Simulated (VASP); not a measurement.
# BN (P6_3mc) in VASP: further runs

The runs below take BN through single point, with PBEsol.

Everything below comes from runs of VASP 6.6.1. Logs are shortened: lines on timing, memory, paths and dates and some standing lists are left out, and cuts for length are marked.

## (1) The cell of the first run

The structure is hexagonal, space group P6_3mc (No. 186). The conventional cell has a = 2.171 Å, b = 2.171 Å, c = 4.227 Å, α = 90.00°, β = 90.00°, γ = 120.00°. B (site symmetry 3m) has 4 N at 1.36 to 1.58 Å within 1.8 Å. Within 1.8 Å of N (site symmetry 3m) lie 4 B at 1.36 to 1.58 Å.

## (2) Single point, PBEsol (strain -0.1500 x Voigt [1, 1, 0, 0, 0, 0])

INCAR reads:

```
SYSTEM = BN
PREC = Accurate
ENCUT = 520
EDIFF = 1E-6
ISMEAR = 0
SIGMA = 0.05
LREAL = .False.
LASPH = .True.
NELM = 100
ALGO = Normal
ISIF = 2
LWAVE = .False.
LCHARG = .False.
GGA = PS
NBANDS = 16
```

KPOINTS reads:

```
Automatic mesh
0
Gamma
  12 12 6
  0 0 0
```

POSCAR reads:

```
BN
1.0
    2.1708486614      0.0000000000      0.0000000000
   -1.0854243307      1.8800100886      0.0000000000
    0.0000000000      0.0000000000      4.2268550000
B N
2 2
Direct
    0.6666666667      0.3333333333      0.9997240000
    0.3333333333      0.6666666667      0.4997240000
    0.6666666667      0.3333333333      0.6252760000
    0.3333333333      0.6666666667      0.1252760000
```

Potentials or basis: VASP PAW PBE potentials, release 64 (B, N).

The run is started by

```bash
> cat potpaw_PBE.64/B/POTCAR potpaw_PBE.64/N/POTCAR > POTCAR
> mpirun -np 1 vasp_std > vasp.out
```

OUTCAR:

```text
SYSTEM = BN
   PREC = Accurate
   ENCUT = 520
   EDIFF = 1E-6
   ISMEAR = 0
   LREAL = .False.
   LASPH = .True.
   NELM = 100
   ISIF = 2
   GGA = PS

 ion  position               nearest neighbor table
   1  0.667  0.333  1.000-   4 1.36   4 1.36   4 1.36   3 1.58
   2  0.333  0.667  0.500-   3 1.36   3 1.36   3 1.36   4 1.58
   3  0.667  0.333  0.625-   2 1.36   2 1.36   2 1.36   1 1.58
   4  0.333  0.667  0.125-   1 1.36   1 1.36   1 1.36   2 1.58

  LATTYP: Found a hexagonal cell.
 ALAT       =     2.1708486614
 C/A-ratio  =     1.9470979600

  Lattice vectors:

 A1 = (   2.1708486614,   0.0000000000,   0.0000000000)
 A2 = (  -1.0854243307,   1.8800100886,   0.0000000000)
 A3 = (   0.0000000000,   0.0000000000,   4.2268550000)

Analysis of symmetry for initial positions (statically):
=====================================================================
 Subroutine PRICEL returns:
 Original cell was already a primitive cell.

 Routine SETGRP: Setting up the symmetry group for a
 hexagonal supercell.

 Subroutine GETGRP returns: Found 12 space group operations
 (whereof  6 operations were pure point group operations)
 out of a pool of 24 trial point group operations.

The static configuration has the point symmetry C_3v.
 The point group associated with its full space group is C_6v.

Analysis of symmetry for dynamics (positions and initial velocities):
=====================================================================
 Subroutine PRICEL returns:
 Original cell was already a primitive cell.

 Routine SETGRP: Setting up the symmetry group for a
 hexagonal supercell.

 Subroutine GETGRP returns: Found 12 space group operations
 (whereof  6 operations were pure point group operations)
 out of a pool of 24 trial point group operations.

The dynamic configuration has the point symmetry C_3v.
 The point group associated with its full space group is C_6v.

 Subroutine INISYM returns: Found 12 space group operations
 (whereof  6 operations are pure point group operations),
 and found     1 'primitive' translations

----------------------------------------------------------------------------------------

                                     Primitive cell

  volume of cell :      17.2507

  direct lattice vectors                    reciprocal lattice vectors
     2.170848661  0.000000000  0.000000000     0.460649339  0.265956020  0.000000000
    -1.085424331  1.880010089  0.000000000     0.000000000  0.531912039  0.000000000
     0.000000000  0.000000000  4.226855000     0.000000000  0.000000000  0.236582518

  length of vectors
     2.170848661  2.170848661  4.226855000     0.531912039  0.531912039  0.236582518

  position of ions in fractional coordinates (direct lattice)
     0.666666667  0.333333333  0.999724000
     0.333333333  0.666666667  0.499724000
     0.666666667  0.333333333  0.625276000
     0.333333333  0.666666667  0.125276000

  ion indices of the primitive-cell ions
   primitive index   ion index
                 1           1
                 2           2
                 3           3
                 4           4

----------------------------------------------------------------------------------------

 KPOINTS: Automatic mesh

Automatic generation of k-mesh.
 Grid dimensions read from file:
 generate k-points for:   12   12    6

 Generating k-lattice:

  Cartesian coordinates                     Fractional coordinates (reciprocal lattice)
     0.038387445  0.022163002  0.000000000     0.083333333  0.000000000  0.000000000
     0.000000000  0.044326003  0.000000000     0.000000000  0.083333333  0.000000000
     0.000000000  0.000000000  0.039430420     0.000000000  0.000000000  0.166666667

  Length of vectors
     0.044326003  0.044326003  0.039430420

  Shift w.r.t. Gamma in fractional coordinates (k-lattice)
     0.000000000  0.000000000  0.000000000

 Subroutine IBZKPT returns following result:
 ===========================================

 Found     76 irreducible k-points:

 Following reciprocal coordinates:
            Coordinates               Weight
  0.000000  0.000000  0.000000      1.000000
  0.083333 -0.000000  0.000000      6.000000
  0.166667  0.000000  0.000000      6.000000
  0.250000  0.000000  0.000000      6.000000
  0.333333 -0.000000  0.000000      6.000000
  0.416667  0.000000  0.000000      6.000000
[... 16 lines left out ...]
  0.250000  0.000000  0.166667     12.000000
  0.333333 -0.000000  0.166667     12.000000
 [... further k-points ...]
   k-points           NKPTS =     76   k-points in BZ     NKDIM =     76   number of bands    NBANDS=     16
   number of dos      NEDOS =    301   number of ions     NIONS =      4
   total plane-waves  NPLWV =   8192
   dimension x,y,z NGX =    16 NGY =   16 NGZ =   32
   dimension x,y,z NGXF=    32 NGYF=   32 NGZF=   64
   ions per type =               2   2
   NGX,Y,Z   is equivalent  to a cutoff of  12.25, 12.25, 12.59 a.u.
   NGXF,Y,Z  is equivalent  to a cutoff of  24.51, 24.51, 25.17 a.u.
 SYSTEM =  BN
   PREC   = accura    normal or accurate (medium, high low for compatibility)
   ISTART =      0    job   : 0-new  1-cont  2-samecut
   ICHARG =      2    charge: 1-file 2-atom 10-const
   ISPIN  =      1    spin polarized calculation?
   LNONCOLLINEAR =      F non collinear calculations
   LSORBIT =      F    spin-orbit coupling
   LASPH  =      T    aspherical Exc in radial PAW
   ENCUT  =  520.0 eV  38.22 Ry    6.18 a.u.   4.04  4.04  7.86*2*pi/ulx,y,z
   NELM   =    100;   NELMIN=  2; NELMDL= -5     # of ELM steps
   EDIFF  = 0.1E-05   stopping-criterion for ELM
   LREAL  =      F    real-space projection
   EDIFFG = 0.1E-04   stopping-criterion for IOM
   NSW    =      0    number of steps for IOM
   IBRION =     -1    ionic relax: 0-MD 1-quasi-New 2-CG
   NFREE  =      0    steps in history (QN), initial steepest desc. (CG)
   ISIF   =      2    stress and relaxation
   ISYM   =      2    0-nonsym 1-usesym 2-fastsym
   POTIM  = 0.5000    time-step for ionic-motion
   TEBEG  =    0.0;   TEEND  =   0.0 temperature during run
   PSTRESS=    0.0 pullay stress
   NELECT =      16.0000    total number of electrons
   NUPDOWN=      -1.0000    fix difference up-down
   EMIN   =  10.00;   EMAX   =-10.00  energy-range for DOS
   EFERMI =   0.00;   METHOD = LEGACY
   ISMEAR =     0;   SIGMA  =   0.05  broadening in eV -4-tet -1-fermi 0-gaus
   EFERMI_NEDOS =   21; number of points for ismear=-14 and -15
   IALGO  =     38    algorithm
   IMIX   =      4    mixing-type and parameters
     AMIX     =   0.40;   BMIX     =  1.00
     AMIX_MAG =   1.60;   BMIX_MAG =  1.00
  volume/ion in A,a.u.               =       4.31        29.10
  Fermi-wavevector in a.u.,A,eV,Ry     =   1.596538  3.017018 34.680327  2.548932
  Thomas-Fermi vector in A             =   2.694285
   LORBIT       =      0    0 simple, 1 ext, 2 COOP (PROOUT), +10 PAW based schemes
   GGA     = PS    functional components
   LHFCALC =     F    Hartree Fock is set to
   AEXX    =    0.0000 exact exchange contribution
   IVDW    =     0    specifies the selected vdW correction
   LEPSILON=     F    determine dielectric tensor
   LRPA    =     F    only Hartree local field effects (RPA)
 non-spin polarized calculation
 Gauss-broadening in eV      SIGMA  =   0.05
  energy-cutoff  :      520.00
  volume of cell :       17.25
 maximum number of plane-waves:       475
   NGX =  9   NGY =  9   NGZ = 15

 number of electron      15.9999995 magnetization

 Free energy of the ion-electron system (eV)
  ---------------------------------------------------
  ext. energy  EPLUGINS =         0.00000000
  ---------------------------------------------------
  free energy    TOTEN  =       -31.54345634 eV

  energy without entropy =      -31.54345634  energy(sigma->0) =      -31.54345634

 E-fermi :  12.8327     XC(G=0): -14.6032

 val. band max:       12.5983156959   @ k =   0.0000   0.0000   0.0000
 cond. band min:      15.7325030703   @ k =   0.3333   0.3333   0.0000
 fundamental gap:      3.1341873745
 Fermi energy:        12.8327409913

 k-point     1 :       0.0000    0.0000    0.0000
  band No.  band energies     occupation
      1     -12.6503      2.00000
      2      -8.5923      2.00000
      3      -2.9276      2.00000
      4      10.0753      2.00000
      5      11.0021      2.00000
      6      11.0021      2.00000
[... 8 lines left out ...]
     15      30.2291      0.00000
     16      30.8244      0.00000

 k-point     2 :       0.0833   -0.0000    0.0000
  band No.  band energies     occupation
      1     -12.4372      2.00000
      2      -8.4034      2.00000
      3      -2.7114      2.00000
      4       9.9815      2.00000
      5      10.0828      2.00000
      6      10.5409      2.00000
[... 8 lines left out ...]
     15      30.5967      0.00000
     16      31.4553      0.00000

 k-point     3 :       0.1667    0.0000    0.0000
  band No.  band energies     occupation
      1     -11.8021      2.00000
      2      -7.8465      2.00000
      3      -2.0701      2.00000
      4       7.7437      2.00000
      5       9.2889      2.00000
      6       9.4877      2.00000
[... 8 lines left out ...]
     15      30.2210      0.00000
     16      32.5744      0.00000

 k-point     4 :       0.2500    0.0000    0.0000
  band No.  band energies     occupation
      1     -10.7560      2.00000
      2      -6.9581      2.00000
      3      -1.0398      2.00000
      4       4.8901      2.00000
      5       6.9801      2.00000
      6       8.3386      2.00000
[... 8 lines left out ...]
     15      31.4005      0.00000
     16      32.5920      0.00000
[... 324 lines left out ...]
 k-point    22 :       0.1667    0.0000    0.1667
  band No.  band energies     occupation
      1     -11.6410      2.00000
      2      -8.3671      2.00000
      3      -1.2327      2.00000
      4       7.8353      2.00000
      5       8.4201      2.00000
      6       9.5968      2.00000
[... 8 lines left out ...]
     15      30.6069      0.00000
     16      32.3897      0.00000

 k-point    23 :       0.2500    0.0000    0.1667
  band No.  band energies     occupation
      1     -10.5985      2.00000
      2      -7.4422      2.00000
      3      -0.2682      2.00000
      4       5.0176      2.00000
      5       6.7030      2.00000
      6       8.4551      2.00000
[... 8 lines left out ...]
     15      31.0248      0.00000
     16      32.5443      0.00000

 k-point    24 :       0.3333   -0.0000    0.1667
  band No.  band energies     occupation
      1      -9.1786      2.00000
      2      -6.2677      2.00000
      3       0.6575      2.00000
      4       2.5714      2.00000
      5       4.1215      2.00000
      6       7.5098      2.00000
[... 8 lines left out ...]
     15      31.9406      0.00000
     16      32.6358      0.00000

 [... further k-points ...]
[... 5 lines left out ...]
  --------------------------------------------------------------------------------------
  -------------------------------------------------------------------------------------
  Total       35.7044083     35.7044083      3.1270979      0.0000000      0.0000000      0.0000000
  in kB     3316.0826372   3316.0826374    290.4323446      0.0000000      0.0000000      0.0000000
  external PRESSURE =    2307.5325398 kB  Pullay stress =       0.0000000 kB

 VOLUME and BASIS-vectors are now :
 -----------------------------------------------------------------------------
  energy-cutoff  :      520.00
  volume of cell :       17.25
      direct lattice vectors                 reciprocal lattice vectors
     2.170848661  0.000000000  0.000000000     0.460649339  0.265956020  0.000000000
    -1.085424331  1.880010089  0.000000000     0.000000000  0.531912039  0.000000000
     0.000000000  0.000000000  4.226855000     0.000000000  0.000000000  0.236582518

 POSITION                                       TOTAL-FORCE (eV/Angst)
 -----------------------------------------------------------------------------------
      1.08542      0.62667      4.22569         0.000000      0.000000     -2.692695
     -0.00000      1.25334      2.11226        -0.000000     -0.000000     -2.692695
      1.08542      0.62667      2.64295        -0.000000      0.000000      2.692695
     -0.00000      1.25334      0.52952        -0.000000      0.000000      2.692695
 -----------------------------------------------------------------------------------
    total drift:                               -0.000000     -0.000000      0.000825

  FREE ENERGIE OF THE ION-ELECTRON SYSTEM (eV)
  ---------------------------------------------------
  free  energy   TOTEN  =       -31.5434563385 eV

  energy  without entropy=      -31.5434563385  energy(sigma->0) =      -31.54345634
```

It took 20 s on 1 thread of Intel Xeon 6975P-C, shared host; peak memory 0.13 GiB.

Results:

```yaml
Free_energy: -31.5435 eV
Pressure: 230.8 GPa
Largest_force: 2.693 eV/Å
Band_gap_on_the_k_mesh: 3.13 eV, indirect (least direct gap 3.67 eV)
```

Forces on the atoms (eV/Å):
```
B    0.000  0.000 -2.693
B    0.000  0.000 -2.693
N    0.000  0.000  2.693
N    0.000  0.000  2.693
```

Levels at points of the mesh, in eV from the valence-band top:
| k point | band 6 | band 7 | band 8 | band 9 | band 10 | band 11 |
| --- | --- | --- | --- | --- | --- | --- |
| (0.00, 0.00, 0.00) | -1.60 | 0.00 | 0.00 | 3.67 | 11.26 | 11.26 |
| (0.50, 0.00, 0.00) | -6.47 | -6.03 | -3.76 | 6.58 | 8.88 | 10.99 |
| (0.00, 0.00, 0.50) | -0.86 | -0.86 | -0.86 | 11.30 | 11.30 | 12.66 |
| (0.50, 0.00, 0.50) | -6.14 | -5.02 | -5.02 | 5.55 | 5.55 | 11.72 |

Caveat: the cell differs from its parent crystal (strain -0.1500 x Voigt [1, 1, 0, 0, 0, 0]); the PAW data sets were made with another functional, which shifts forces and pressure a little.

(Part 1 of 3 ends here.)
